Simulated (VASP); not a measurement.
## TaAs: single point with PBE

TaAs:

```
Ta As
1.0
    -1.72181    1.72181    5.86794
     1.72181   -1.72181    5.86794
     1.72181    1.72181   -5.86794
Ta As
2 2
Direct
  0.49997 0.49997 0.00000
  0.24997 0.74997 0.50000
  0.08263 0.08263 0.00000
  0.83263 0.33263 0.50000
```

* Program: VASP 6.6.1
* Task: single point
* Functional: PBE
* Potentials or basis: VASP PAW PBE potentials, release 64 (Ta_pv, As)
* Cutoff: 520 eV
* k mesh: 11 × 11 × 11
* Occupations: gaussian, width 0.013 eV
* Spin: no spin polarisation

* Pressure: 2.6 GPa
* Largest force: 0.028 eV/Å

Forces on the atoms (eV/Å):
```
Ta   0.000  0.000  0.028
Ta   0.000  0.000  0.028
As   0.000  0.000 -0.028
As   0.000  0.000 -0.028
```

Stress tensor (GPa, compression positive):
```
2.97 0.00 0.00
0.00 2.97 0.00
0.00 0.00 1.85
```

Levels at points of the mesh, in eV from the Fermi level:
| k point | band 12 | band 13 | band 14 | band 15 | band 16 | band 17 | band 18 | band 19 | band 20 | band 21 |
| --- | --- | --- | --- | --- | --- | --- | --- | --- | --- | --- |
| (0.00, 0.00, 0.00) | -2.49 | -2.37 | -1.97 | -1.65 | -1.65 | 0.90 | 1.56 | 2.31 | 3.08 | 3.08 |

Wall time 5 min on 1 thread of AMD EPYC 9R45 96-Core Processor (Zen 5), with other jobs on the host, peak memory 0.41 GiB.

Caveat: spin-orbit coupling is left out, which moves the levels of the heavy elements.
